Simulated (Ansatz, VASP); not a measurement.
**KF in VASP and in Ansatz**

```
K F
1.0
    -0.08264    2.55475    2.55475
     2.55475   -0.08264    2.55475
     2.55475    2.55475   -0.08264
K F
1 1
Direct
  0.00000 0.00000 0.00000
  0.50000 0.50000 0.50000
```

Alike in both runs: task single point; functional LDA; k mesh 8 × 8 × 8; occupations gaussian, width 0.05 eV; no spin polarisation.

|  | VASP | Ansatz |
| --- | --- | --- |
| version | VASP 6.6.1 | Ansatz 0.2.0 |
| potentials or method | VASP PAW LDA potentials, release 64 (K_sv, F), cutoff 520 eV | scalar-relativistic, plane waves, PAW |
| valence electrons in the cell | 16 | 16 |

Ansatz gave:

* gap on the k mesh at the Fermi level (eV): 6.24
* least direct gap on the mesh (eV): 6.24
* pressure (GPa): -0.7
* traceless stress, the component that is largest in VASP (GPa): 0.40

Task: What did VASP give for the same quantities?

Result: gap on the k mesh at the Fermi level (eV): 6.22; least direct gap on the mesh (eV): 6.22; pressure (GPa): -0.5; traceless stress, the component that is largest in VASP (GPa): 0.39.

LDA's correlation is that of Perdew and Zunger in VASP and of Perdew and Wang (1992) in Ansatz.
